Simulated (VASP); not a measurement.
# Bi2Se3 (Paraguanajuatite) (R-3m) in VASP: settings compared, part 2 of 2

VASP 6.6.1. Earlier steps stand in the parts before.

## (4) Single point, LDA

This run uses another cell than the first one, of 28.95 Å³/atom, 1.020 times its volume.

File INCAR:

```
SYSTEM = Bi2Se3
ALGO = Normal
EDIFF = 1E-7
ENCUT = 520
GGA = CA
ISIF = 2
ISMEAR = -1
LASPH = .TRUE.
LCHARG = .FALSE.
LREAL = .FALSE.
LWAVE = .FALSE.
NBANDS = 32
NELM = 100
PREC = Accurate
SIGMA = 0.05
```

File KPOINTS:

```
k-points
0
G
  8 8 8
  0 0 0
```

File POSCAR:

```
Bi2Se3
1.0
    2.0852189429      1.2039017179      9.6085493036
   -2.0852189429      1.2039017179      9.6085493036
    0.0000000000     -2.4078034360      9.6085493036
Bi Se
2 3
Direct
    0.5992000000      0.5992000000      0.5992000000
    0.4008000000      0.4008000000      0.4008000000
    0.7883000000      0.7883000000      0.7883000000
    0.2117000000      0.2117000000      0.2117000000
    0.0000000000      0.0000000000      0.0000000000
```

Potentials or basis: VASP PAW LDA potentials, release 64 (Bi_d, Se).

Started as:

```console
$ cat potpaw_LDA.64/Bi_d/POTCAR potpaw_LDA.64/Se/POTCAR > POTCAR
$ mpirun -np 1 vasp_std > vasp.out
```

OUTCAR:

```text
SYSTEM = Bi2Se3
   EDIFF = 1E-7
   ENCUT = 520
   GGA = CA
   ISIF = 2
   ISMEAR = -1
   LASPH = .TRUE.
   LREAL = .FALSE.
   NELM = 100
   PREC = Accurate

 ion  position               nearest neighbor table
   1  0.599  0.599  0.599-   4 2.87   4 2.87   4 2.87   5 3.10   5 3.10   5 3.10
   2  0.401  0.401  0.401-   3 2.87   3 2.87   3 2.87   5 3.10   5 3.10   5 3.10
   3  0.788  0.788  0.788-   2 2.87   2 2.87   2 2.87
   4  0.212  0.212  0.212-   1 2.87   1 2.87   1 2.87
   5  0.000  0.000  0.000-   1 3.10   2 3.10   1 3.10   1 3.10   2 3.10   2 3.10
[... 1045 lines left out ...]
  -------------------------------------------------------------------------------------
  Total       -2.4971745     -2.4971745     -2.5844821      0.0000000      0.0000000      0.0000000
  in kB      -27.6444342    -27.6444342    -28.6109544      0.0000000      0.0000000      0.0000000
  external PRESSURE =     -27.9666076 kB  Pullay stress =       0.0000000 kB

 VOLUME and BASIS-vectors are now :
 -----------------------------------------------------------------------------
  energy-cutoff  :      520.00
  volume of cell :      144.73
      direct lattice vectors                 reciprocal lattice vectors
     2.085218943  1.203901718  9.608549304     0.239782974  0.138438765  0.034691328
    -2.085218943  1.203901718  9.608549304    -0.239782974  0.138438765  0.034691328
     0.000000000 -2.407803436  9.608549304     0.000000000 -0.276877529  0.034691328

 POSITION                                       TOTAL-FORCE (eV/Angst)
 -----------------------------------------------------------------------------------
      0.00000     -0.00000     17.27233         0.000000     -0.000000      0.077861
      0.00000     -0.00000     11.55332         0.000000      0.000000     -0.077861
      0.00000     -0.00000     22.72326         0.000000      0.000000     -0.127778
      0.00000     -0.00000      6.10239         0.000000     -0.000000      0.127778
      0.00000      0.00000      0.00000         0.000000     -0.000000      0.000000
 -----------------------------------------------------------------------------------
    total drift:                                0.000000      0.000000     -0.000000

  FREE ENERGIE OF THE ION-ELECTRON SYSTEM (eV)
  ---------------------------------------------------
  free  energy   TOTEN  =       -23.3583360565 eV

  energy  without entropy=      -23.3579686846  energy(sigma->0) =      -23.35815237
```

OSZICAR:

```text
N       E                     dE             d eps       ncg     rms          rms(c)
DAV:   1     0.464737295303E+03    0.46474E+03   -0.22777E+04  4160   0.154E+03
DAV:   2     0.313788241788E+02   -0.43336E+03   -0.41565E+03  4232   0.409E+02
DAV:   3    -0.217424591563E+02   -0.53121E+02   -0.50315E+02  5440   0.150E+02
DAV:   4    -0.241011685332E+02   -0.23587E+01   -0.23453E+01  4560   0.332E+01
DAV:   5    -0.241869625963E+02   -0.85794E-01   -0.85781E-01  5984   0.656E+00    0.517E+00
DAV:   6    -0.233723514665E+02    0.81461E+00   -0.10541E+00  5744   0.737E+00    0.320E+00
DAV:   7    -0.233638438520E+02    0.85076E-02   -0.31012E-01  4584   0.239E+00    0.168E+00
DAV:   8    -0.233592793793E+02    0.45645E-02   -0.38573E-02  4888   0.103E+00    0.501E-01
DAV:   9    -0.233583371018E+02    0.94228E-03   -0.25225E-03  5424   0.366E-01    0.111E-01
DAV:  10    -0.233583288398E+02    0.82620E-05   -0.53624E-04  4880   0.134E-01    0.490E-02
DAV:  11    -0.233583319446E+02   -0.31048E-05   -0.70569E-05  4864   0.542E-02    0.265E-02
DAV:  12    -0.233583365225E+02   -0.45779E-05   -0.28183E-05  4600   0.238E-02    0.826E-03
DAV:  13    -0.233583361423E+02    0.38023E-06   -0.20684E-06  5416   0.107E-02    0.427E-03
DAV:  14    -0.233583360565E+02    0.85764E-07   -0.64432E-07  4168   0.355E-03
   1 F= -.23358336E+02 E0= -.23358152E+02  d E =-.367372E-03
```

stdout:

```text
POSCAR found type information on POSCAR BiSe
 POSCAR found :  2 types and       5 ions
 scaLAPACK will be used
 LDA part: xc-table for (Slater(with rela. corr.)+CA(PZ))
 , standard interpolation
 POSCAR, INCAR and KPOINTS ok, starting setup
 FFT: planning ... GRIDC
 FFT: planning ... GRID_SOFT
 FFT: planning ... GRID
 WAVECAR not read
 entering main loop
```

Run time: 16 min. Hardware: 1 thread of Intel Xeon 6975P-C (Granite Rapids), shared host; peak memory 0.8 GiB.

Results:

- Free energy: -23.3583 eV
- Pressure: -2.8 GPa
- Largest force: 0.128 eV/Å
- Band gap on the k mesh: 0.10 eV, direct

Forces on the atoms (eV/Å):
```
Bi   0.000  0.000  0.078
Bi   0.000  0.000 -0.078
Se   0.000  0.000 -0.128
Se   0.000  0.000  0.128
Se   0.000  0.000  0.000
```

Stress tensor (GPa, compression positive):
```
-2.76  0.00  0.00
 0.00 -2.76  0.00
 0.00  0.00 -2.86
```

Caveat: spin-orbit coupling is left out, which moves the levels of the heavy elements. A k mesh can miss the band edges.

## (5) Single point, PBEsol

This run uses another cell than the first one, of 29.51 Å³/atom, 1.040 times its volume.

File INCAR:

```
  PREC = Accurate
  ENCUT = 520
  EDIFF = 1E-6
  ISMEAR = -1
  SIGMA = 0.05
  LREAL = F
  LASPH = T
  NELM = 100
  ALGO = Normal
  ISIF = 2
  LWAVE = F
  LCHARG = T
  GGA = PS
  LELF = T
  LVHAR = T
  NBANDS = 32
```

File KPOINTS:

```
regular mesh
0
Gamma
  8 8 8
```

POSCAR: that of step 4 with these lines changed.

```diff
@@ -2,5 +2,5 @@
 1.0
-    2.0852189429      1.2039017179      9.6085493036
-   -2.0852189429      1.2039017179      9.6085493036
-    0.0000000000     -2.4078034360      9.6085493036
+    2.0987597050      1.2117194806      9.6709442292
+   -2.0987597050      1.2117194806      9.6709442292
+    0.0000000000     -2.4234389614      9.6709442292
 Bi Se
```

Potentials or basis: VASP PAW PBE potentials, release 64 (Bi_d, Se).

Started as:

```console
$ cat potpaw_PBE.64/Bi_d/POTCAR potpaw_PBE.64/Se/POTCAR > POTCAR
$ mpirun -np 1 vasp_std > vasp.out
```

Run time: 14 min. Hardware: 1 thread of Intel Xeon 6975P-C (Granite Rapids), shared host; peak memory 1 GiB.

It converged, with:

```yaml
Free_energy: -21.9986 eV
Pressure: -2.5 GPa
Largest_force: 0.212 eV/Å
Band_gap_on_the_k_mesh: 0.17 eV, direct
```

Forces on the atoms (eV/Å):
```
Bi   0.000  0.000  0.051
Bi   0.000  0.000 -0.051
Se   0.000  0.000 -0.212
Se   0.000  0.000  0.212
Se   0.000  0.000  0.000
```

Stress tensor (GPa, compression positive):
```
-2.56  0.00  0.00
 0.00 -2.56  0.00
 0.00  0.00 -2.48
```

Levels at points of the mesh, in eV from the valence-band top:
| k point | band 22 | band 23 | band 24 | band 25 | band 26 | band 27 |
| --- | --- | --- | --- | --- | --- | --- |
| (0.00, 0.00, 0.00) | -1.08 | -1.08 | 0.00 | 0.17 | 1.40 | 1.40 |
| (0.50, 0.00, 0.00) | -2.01 | -1.11 | -0.53 | 0.81 | 1.91 | 2.92 |
| (0.50, 0.50, 0.00) | -1.77 | -1.49 | -0.94 | 1.33 | 1.93 | 2.54 |
| (0.50, 0.50, 0.50) | -1.24 | -1.24 | -0.45 | 0.62 | 1.69 | 1.69 |

Caveat: the PAW data sets were made with another functional, which shifts forces and pressure a little; spin-orbit coupling is left out, which moves the levels of the heavy elements. A k mesh can miss the band edges.

## (6) The runs side by side

```tsv
task	level	potentials or basis	cell	k mesh	cutoff (eV)	smearing	gap on the mesh (eV)	pressure (GPa)	largest force (eV/Å)
relaxation of cell and atoms	PBEsol	VASP PAW PBE potentials, release 64 (Bi_d, Se)	relaxed from a = 9.840 Å, angles 24.3°, 5 atoms	8 × 8 × 8	600	fermi-dirac 0.05 eV	0.11	0.0	0.01
single point	PBE	VASP PAW PBE potentials, release 64 (Bi_d, Se)	a = 9.840 Å, angles 24.3°, 5 atoms	5 × 5 × 5	520	fermi-dirac 0.03 eV	0.22	2.5	0.21
single point	LDA	VASP PAW LDA potentials, release 64 (Bi_d, Se)	a = 9.906 Å, angles 24.3°, 5 atoms	8 × 8 × 8	520	fermi-dirac 0.05 eV	0.10	-2.8	0.13
single point	PBEsol	VASP PAW PBE potentials, release 64 (Bi_d, Se)	a = 9.970 Å, angles 24.3°, 5 atoms	8 × 8 × 8	520	fermi-dirac 0.05 eV	0.17	-2.5	0.21
```

Alike in all rows: no spin polarisation.

Caveats: spin-orbit coupling is left out, which moves the levels of the heavy elements; the PAW data sets were made with another functional, which shifts forces and pressure a little (some runs).

Total energies depend on the potentials used, so only differences within one code and one set of settings carry meaning.
